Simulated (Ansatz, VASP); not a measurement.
## Two plane-wave programs on Mg2Si3N

```
Mg Si N
1.0
     3.07836    0.00000    0.00000
     0.00000    3.97560    0.00000
     0.00000    0.00000    7.88422
Mg Si N
2 3 1
Direct
  0.50000 0.50000 0.29039
  0.50000 0.50000 0.70961
  0.50000 0.00000 0.50000
  0.50000 0.00000 0.00000
  0.00000 0.50000 0.00000
  0.00000 0.50000 0.50000
```

Alike in both runs: task relaxation of cell and atoms; functional PBE; k mesh 12 × 10 × 6; occupations gaussian, width 0.1 eV; no spin polarisation.

|  | VASP | Ansatz |
| --- | --- | --- |
| version | VASP 6.6.1 | Ansatz 0.2.0 |
| potentials or method | VASP PAW PBE potentials, release 64 (Mg, Si, N), cutoff 600 eV | scalar-relativistic, plane waves, PAW |
| valence electrons in the cell | 21 | 37 |

VASP gave:

```
gap on the k mesh at the Fermi level, each at its own relaxed structure (eV) : none
relaxed volume (Å³/atom)                                                     : 16.07
relaxed cell length with the largest relative difference (Å)                 : 7.824
```

What did Ansatz give for the same quantities?

gap on the k mesh at the Fermi level, each at its own relaxed structure (eV): none; relaxed volume (Å³/atom): 16.11; relaxed cell length with the largest relative difference (Å): 7.838.

A gap of «none» marks a metal or a gap that the smearing closes. VASP's potentials hold 21 valence electrons a cell and Ansatz's 37, so a difference there can come from the potentials and not from the codes.
